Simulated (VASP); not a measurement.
## V: single point with PBEsol

V:

```
V
1.0
    -2.06941    2.06941    1.18756
     2.06941   -2.06941    1.18756
     2.06941    2.06941   -1.18756
V
2
Direct
  0.62500 0.87500 0.75000
  0.37500 0.12500 0.25000
```

```yaml
Program: VASP 6.6.1
Task: single point
Functional: PBEsol
Potentials_or_basis: VASP PAW PBE potentials, release 64 (V_sv)
Cutoff: 520 eV
k_mesh: 19 × 19 × 19
Occupations: fermi-dirac, width 0.05 eV
Spin: no spin polarisation
```

```
Pressure               : 80.5 GPa
Band gap on the k mesh : zero (bands 13 and 14 overlap by 1.17 eV)
```

Stress tensor (GPa, compression positive):
```
81.08  0.00  0.00
 0.00 81.08  0.00
 0.00  0.00 79.39
```

Levels at points of the mesh, in eV from the Fermi level:
```
           k point  band 11  band 12  band 13  band 14  band 15  band 16
(0.00, 0.00, 0.00)    -2.98    -2.13    -1.19     2.00     2.00     2.11
```

Wall time 2.5 min on 1 thread of Intel(R) Xeon(R) Platinum 8259CL CPU @ 2.50GHz (Skylake/Cascade Lake) (shared host), peak memory 0.28 GiB.

Caveat: the cell stands under pressure; the PAW data sets were made with another functional, which shifts forces and pressure a little.
